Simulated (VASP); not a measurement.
**Si: single point with PBE**

The system is Si.

```
Si
1.0
     3.86763    0.00000    0.00000
     0.00000    3.86763    0.00000
     0.00000    0.00000    5.46966
Si
4
Direct
  0.00000 0.00000 0.00000
  0.00000 0.50000 0.25000
  0.50000 0.50000 0.50000
  0.50000 0.00000 0.75000
```

- Program: VASP 6.6.1
- Task: single point
- Functional: PBE
- Potentials or basis: VASP PAW PBE potentials, release 64 (Si)
- Cutoff: 500 eV
- k mesh: 6 × 6 × 4
- Occupations: gaussian, width 0.1 eV
- Spin: no spin polarisation

* Pressure: 0.0 GPa
* Band gap on the k mesh: 0.65 eV

Levels at points of the mesh, in eV from the valence-band top:
```csv
k point,band 6,band 7,band 8,band 9,band 10,band 11
"(0.00, 0.00, 0.00)",0.00,0.00,0.00,0.75,0.75,2.56
"(0.50, 0.00, 0.00)",-3.67,-1.30,-1.30,2.44,2.44,4.75
"(0.50, 0.50, 0.00)",-2.79,-2.79,-2.79,0.75,0.75,0.75
"(0.00, 0.00, 0.50)",-1.85,-1.85,-1.85,1.15,1.15,3.13
"(0.50, 0.00, 0.50)",-1.18,-1.18,-1.18,1.46,1.46,3.35
"(0.50, 0.50, 0.50)",-3.76,-3.76,-3.76,4.27,4.27,4.27
```

Wall time 23 s on 1 thread of Intel Xeon 6975P-C, with other jobs on the host, peak memory 0.18 GiB.

A k mesh can miss the band edges. A hybrid or GW would open this gap; PBE tends to underestimate it.
